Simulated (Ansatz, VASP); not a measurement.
**One calculation of RbYSc, two programs**

```
Rb Y Sc
1.0
     4.02597    0.00000    0.00000
     0.00000    4.02597    0.00000
     0.00000    0.00000    9.20632
Rb Y Sc
2 2 2
Cartesian
  2.0130 0.0000 6.2490
  0.0000 2.0130 2.9574
  0.0000 0.0000 0.0000
  2.0130 2.0130 0.0000
  0.0000 2.0130 7.9153
  2.0130 0.0000 1.2910
```

Change from the starting cell: species swapped into the SbBrO type (P4/nmm, No. 129).

Alike in both runs: task single point; functional PBE; k mesh 4 × 4 × 2; occupations gaussian, width 0.1 eV; no spin polarisation.

```csv
,VASP,Ansatz
version,VASP 6.6.1,Ansatz 0.2.0
potentials or method,"VASP PAW PBE potentials, release 64 (Rb_sv, Y_sv, Sc_sv), cutoff 520 eV","scalar-relativistic, plane waves, PAW"
valence electrons in the cell,62,62
```

|  | VASP | Ansatz | Ansatz less VASP |
| --- | --- | --- | --- |
| gap on the k mesh at the Fermi level (eV) | none | none | - |
| rms of the force components (eV/Å) | 1.679 | 1.643 | -0.0359 |

Atom by atom the forces differ by 0.040 eV/Å (rms over components). A gap of «none» marks a metal or a gap that the smearing closes.

The k mesh is coarse, so the values compare programs but aren't converged.
